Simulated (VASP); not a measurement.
Input of a VASP 6.6.1 run:

The input POSCAR:

```
TiN
1.0
    0.0000000000      2.1190000000      2.1190000000
    2.1190000000      0.0000000000      2.1190000000
    2.1190000000      2.1190000000      0.0000000000
Ti N
1 1
Direct
    0.0000000000      0.0000000000      0.0000000000
    0.5000000000      0.5000000000      0.5000000000
```

File INCAR.step1:

```
PREC = Accurate
ENCUT = 910
ISMEAR = -1
SIGMA = 0.1
LREAL = F
LASPH = T
NELM = 120
NBANDS = 16
GGA = PE
ALGO = Normal
EDIFF = 1E-5
LWAVE = T
LCHARG = F
GGA_COMPAT = F
```

File INCAR.step2:

```
PREC = Accurate
ENCUT = 910
EDIFF = 1E-6
ISMEAR = -1
SIGMA = 0.1
LREAL = F
LASPH = T
NELM = 120
ALGO = Normal
ISIF = 2
LWAVE = F
LCHARG = F
METAGGA = R2SCAN
LMIXTAU = T
NBANDS = 16
ISTART = 1
GGA_COMPAT = F
```

Contents of KPOINTS:

```
Automatic mesh
0
Gamma
  12 12 12
```

Potentials or basis: VASP PAW PBE potentials, release 64 (Ti_sv, N_h).

Command:

```console
$ cat potpaw_PBE.64/Ti_sv/POTCAR potpaw_PBE.64/N_h/POTCAR > POTCAR
$ cp INCAR.step1 INCAR
$ mpirun -np 1 vasp_std > vasp.out
$ cp INCAR.step2 INCAR
$ mpirun -np 1 vasp_std > vasp.out
```

Question: Predict the pressure.

Answer: 0.4 GPa.

Caveat: the cutoff is under 1.25 times the usual one of these potentials, so pressure, stress and relaxed cells hold a basis-set (Pulay) error; the PAW data sets were made with another functional, which shifts forces and pressure a little.
